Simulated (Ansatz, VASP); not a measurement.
# One calculation of GdN, two programs

POSCAR

```
GdN
1.0
    0.0000000000      2.4698645865      2.4698645865
    2.4698645865      0.0000000000      2.4698645865
    2.4698645865      2.4698645865      0.0000000000
Gd N
1 1
Direct
    0.5000000000      0.5000000000      0.5000000000
    0.0000000000      0.0000000000      0.0000000000
```

The input INCAR.step1:

```
SYSTEM = GdN
PREC = Accurate ; ENCUT = 520
ISMEAR = 0 ; SIGMA = 0.05
LREAL = .FALSE. ; LASPH = .TRUE.
NELM = 150 ; ISPIN = 2
MAGMOM = 7.62 0 ; LMAXMIX = 6
NBANDS = 22 ; GGA = PE
ALGO = Normal ; EDIFF = 1E-4
LWAVE = .TRUE. ; LCHARG = .FALSE.
```

The input INCAR.step2:

```
SYSTEM = GdN
PREC = Accurate ; ENCUT = 520
EDIFF = 1E-6 ; ISMEAR = 0
SIGMA = 0.05 ; LREAL = .FALSE.
LASPH = .TRUE. ; NELM = 150
ALGO = Normal ; ISIF = 2
LWAVE = .FALSE. ; LCHARG = .TRUE.
ISPIN = 2 ; MAGMOM = 7.62 0
LORBIT = 11 ; LMAXMIX = 6
METAGGA = R2SCAN ; LMIXTAU = .TRUE.
LELF = .TRUE. ; LVHAR = .TRUE.
NBANDS = 22 ; ISTART = 1
```

File KPOINTS:

```
Automatic mesh
0
G
  12 12 12
  0 0 0
```

Input for Ansatz:

```yaml
crystal:
  lattice:
    - [0.0, 2.4698645865, 2.4698645865]
    - [2.4698645865, 0.0, 2.4698645865]
    - [2.4698645865, 2.4698645865, 0.0]
  atoms:
    - { symbol: Gd, position: [0.5, 0.5, 0.5], spin: 7.62 }
    - { symbol: "N", position: [0.0, 0.0, 0.0] }
basis:
  ecutwfc: 500
  ecutrho_ratio: 4
kpoints:
  mp_grid: { grid: [12, 12, 12] }
hamiltonian:
  xc: r2scan
scf:
  occupations: { method: gaussian, width: 0.05 }
output:
  forces: true
  stress: true
  eigenvalues: true
  populations: true
magnetization:
  spin_polarized: true
```

Alike in both runs: task single point; functional r2SCAN; k mesh 12 × 12 × 12; occupations gaussian, width 0.05 eV; collinear spin.

|  | VASP | Ansatz |
| --- | --- | --- |
| version | VASP 6.6.1 | Ansatz 0.2.0 |
| potentials or method | VASP PAW PBE potentials, release 64 (Gd, N), cutoff 520 eV | scalar-relativistic, plane waves, PAW |
| valence electrons in the cell | 23 | 23 |

```csv
,VASP,Ansatz,Ansatz less VASP
gap on the k mesh at the Fermi level (eV),none,none,-
pressure (GPa),3.4,3.4,0.00
net moment per atom (μB),3.50,3.50,0.000
size of the moment on the site where the two differ most (μB),6.79,6.92,+0.130
```

VASP's potentials were made for PBE, not for r2SCAN. Site moments also hang on the region over which each program counts them. A gap of «none» marks a metal or a gap that the smearing closes. The functional is the same, so the differences come from potentials, cutoffs and numerics. Ansatz's warnings: stability check not made.

Neither program's run includes spin-orbit coupling.
